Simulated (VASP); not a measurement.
SiGe5:

```xyz
6
Lattice="-1.9870 5.9610 2.8100 1.9870 -5.9610 2.8100 1.9870 5.9610 -2.8100" Properties=species:S:1:pos:R:3 pbc="T T T"
Si    0.0000    0.0000    0.0000
Ge    0.0000    7.9480    0.0000
Ge    1.9870    3.9740   -1.4050
Ge    0.0000    3.9740    0.0000
Ge    0.0000    1.9870    1.4050
Ge    0.0000    5.9610    1.4050
```

- Program: VASP 6.6.1
- Task: relaxation of cell and atoms
- Functional: PBE
- Potentials or basis: VASP PAW PBE potentials, release 64 (Si, Ge_d)
- Cutoff: 600 eV
- k mesh: 5 × 5 × 5
- Occupations: gaussian, width 0.2 eV
- Spin: no spin polarisation

At the start: pressure 3.1 GPa; volume 22.19 Å³/atom.

Question: Where does the relaxation end?

Answer: Over 5 steps the energy falls by 15.0 meV/atom and the volume is 23.20 Å³/atom (+4.5 %); space group Imm2 (No. 44, to 0.05 Å).

The path:
```csv
step,energy change (eV),largest force (eV/Å),pressure (GPa),volume (Å³)
1,0.0000,0.5661,3.14,133.13
2,-0.0753,0.2215,-1.00,141.68
3,-0.0791,0.2799,-0.38,140.05
4,-0.0879,0.1256,-0.16,139.57
5,-0.0902,0.0337,0.03,139.17
```

Final structure:
```yaml
crystal:
  lattice:
    - [-2.02356, 6.04923, 2.84231]
    - [2.02356, -6.04923, 2.84231]
    - [2.02356, 6.04923, -2.84231]
  atoms:
    - { symbol: Si, position: [0.99993, 0.99993, 0.00000] }
    - { symbol: Ge, position: [0.66594, 0.99949, 0.66645] }
    - { symbol: Ge, position: [0.08252, 0.24617, 0.83635] }
    - { symbol: Ge, position: [0.33305, 0.99949, 0.33355] }
    - { symbol: Ge, position: [0.40981, 0.24617, 0.16365] }
    - { symbol: Ge, position: [0.75875, 0.25875, 0.50000] }
```

Caveat: the relaxation stopped at a loose force limit of 0.08 eV/Å, so its end isn't a converged minimum.
